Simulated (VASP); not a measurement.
Input of a VASP 6.6.1 run:

File INCAR:

```
PREC = Accurate
ENCUT = 520
EDIFF = 1E-7
ISMEAR = 0
SIGMA = 0.15
LREAL = False
LASPH = True
NELM = 60
ALGO = Fast
ISIF = 2
LWAVE = False
LCHARG = False
GGA = PS
NBANDS = 32
```

File KPOINTS:

```
regular mesh
0
Gamma
  14 14 5
```

File POSCAR:

```
TiAl
1.0
    0.0000000000     -3.1560751060      0.0000000000
    0.0000000000      0.0000000000     -3.1560751060
    9.4682253181      0.0000000000      0.0000000000
Ti Al
3 3
Direct
    0.0000000000      0.0000000000      0.0000000000
    0.0000000000      0.0000000000      0.3333333333
    0.0000000000      0.0000000000      0.6666666667
    0.5000000000      0.5000000000      0.1666666667
    0.5000000000      0.5000000000      0.5000000000
    0.5000000000      0.5000000000      0.8333333333
```

Potentials or basis: VASP PAW PBE potentials, release 64 (Ti_sv, Al).

The run is started by

```sh
$ cat potpaw_PBE.64/Ti_sv/POTCAR potpaw_PBE.64/Al/POTCAR > POTCAR
$ mpirun -np 1 vasp_std > vasp.out
```

Question: Estimate the band gap on the k mesh.

Answer: Zero (an odd number of electrons rules out a gap without spin polarisation).

Question: Predict the pressure.

Answer: 0.1 GPa.

Caveat: the PAW data sets were made with another functional, which shifts forces and pressure a little.
